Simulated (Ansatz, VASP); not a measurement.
## BP in VASP and in Ansatz

```
CELL_PARAMETERS angstrom
0.00000 2.30620 2.30620
2.30620 0.00000 2.30620
2.30620 2.30620 0.00000
ATOMIC_POSITIONS crystal
B 0.00000 0.00000 0.00000
P 0.75000 0.75000 0.75000
```

Change from the starting cell: volume scaled by 1.05, PAW files.

Alike in both runs: task electric field gradients; functional PBE; k mesh 12 × 12 × 12; occupations fermi-dirac, width 0.08 eV; no spin polarisation.

|  | VASP | Ansatz |
| --- | --- | --- |
| version | VASP 6.6.1 | Ansatz 0.2.0 |
| potentials or method | VASP PAW PBE potentials, release 64 (B, P) | PAW with Ansatz's default frozen-core files, scalar-relativistic |
| plane-wave cutoff (eV) | 520 | 420 |
| valence electrons in the cell | 8 | 8 |

```csv
,VASP,Ansatz,Ansatz less VASP
pressure (GPa),-6.5,-6.3,+0.19
```

With one functional, cell and mesh, what is left measures potentials, basis and numerics.
